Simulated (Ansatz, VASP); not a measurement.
**ZrTi7C8: VASP beside Ansatz**

Contents of INCAR:

```
SYSTEM = ZrTi7C8
PREC = Accurate
ENCUT = 600
EDIFF = 1E-6
ISMEAR = 0
SIGMA = 0.1
LREAL = Auto
LASPH = .True.
NELM = 80
ALGO = Normal
ISIF = 3
LWAVE = .False.
LCHARG = .False.
GGA = PS
IBRION = 2
NSW = 100
EDIFFG = -0.05
```

The input KPOINTS:

```
regular mesh
0
Gamma
  4 4 4
  0 0 0
```

POSCAR

```
ZrTi7C8
1.0
   -4.3700250000      4.3700250000      0.0000000000
   -4.3700250000      0.0000000000      4.3700250000
    0.0000000000      4.3700250000      4.3700250000
Zr Ti C
1 7 8
Direct
    0.0000000000      0.0000000000      0.0000000000
    0.5000000000      0.0000000000      0.0000000000
    0.0000000000      0.5000000000      0.0000000000
    0.0000000000      0.0000000000      0.5000000000
    0.5000000000      0.5000000000      0.0000000000
    0.5000000000      0.0000000000      0.5000000000
    0.0000000000      0.5000000000      0.5000000000
    0.5000000000      0.5000000000      0.5000000000
    0.7500000000      0.7500000000      0.7500000000
    0.2500000000      0.7500000000      0.7500000000
    0.7500000000      0.2500000000      0.7500000000
    0.7500000000      0.7500000000      0.2500000000
    0.2500000000      0.2500000000      0.7500000000
    0.2500000000      0.7500000000      0.2500000000
    0.7500000000      0.2500000000      0.2500000000
    0.2500000000      0.2500000000      0.2500000000
```

Input for Ansatz:

```yaml
crystal:
  lattice:
    - [-4.370025, 4.370025, 0.0]
    - [-4.370025, 0.0, 4.370025]
    - [0.0, 4.370025, 4.370025]
  atoms:
    - { symbol: Zr, position: [0.0, 0.0, 0.0] }
    - { symbol: Ti, position: [0.5, 0.0, 0.0] }
    - { symbol: Ti, position: [0.0, 0.5, 0.0] }
    - { symbol: Ti, position: [0.0, 0.0, 0.5] }
    - { symbol: Ti, position: [0.5, 0.5, 0.0] }
    - { symbol: Ti, position: [0.5, 0.0, 0.5] }
    - { symbol: Ti, position: [0.0, 0.5, 0.5] }
    - { symbol: Ti, position: [0.5, 0.5, 0.5] }
    - { symbol: C, position: [0.75, 0.75, 0.75] }
    - { symbol: C, position: [0.25, 0.75, 0.75] }
    - { symbol: C, position: [0.75, 0.25, 0.75] }
    - { symbol: C, position: [0.75, 0.75, 0.25] }
    - { symbol: C, position: [0.25, 0.25, 0.75] }
    - { symbol: C, position: [0.25, 0.75, 0.25] }
    - { symbol: C, position: [0.75, 0.25, 0.25] }
    - { symbol: C, position: [0.25, 0.25, 0.25] }
basis:
  ecutwfc: 420
kpoints:
  mp_grid: { grid: [4, 4, 4] }
hamiltonian:
  xc: pbesol
scf:
  occupations: { method: gaussian, width: 0.1 }
output:
  forces: true
  stress: true
  eigenvalues: true
relax:
  adjacent_minimum: "off"
  f_tol: 0.05
  max_steps: 80
  cell: { stress_tol: 0.5 }
```

Alike in both runs: task relaxation of cell and atoms; functional PBEsol; k mesh 4 × 4 × 4; occupations gaussian, width 0.1 eV; no spin polarisation.

|  | VASP | Ansatz |
| --- | --- | --- |
| version | VASP 6.6.1 | Ansatz 0.2.0 |
| potentials or method | VASP PAW PBE potentials, release 64 (Zr_sv, Ti_sv, C), cutoff 600 eV | scalar-relativistic, plane waves, PAW |
| valence electrons in the cell | 128 | 128 |

|  | VASP | Ansatz | Ansatz less VASP |
| --- | --- | --- | --- |
| gap on the k mesh at the Fermi level, each at its own relaxed structure (eV) | none | none | - |
| relaxed volume (Å³/atom) | 10.28 | 10.27 | -0.010 |
| relaxed cell length with the largest relative difference (Å) | 6.150 | 6.148 | -0.0019 |

VASP's potentials were made for PBE, not for PBEsol. A gap of «none» marks a metal or a gap that the smearing closes.
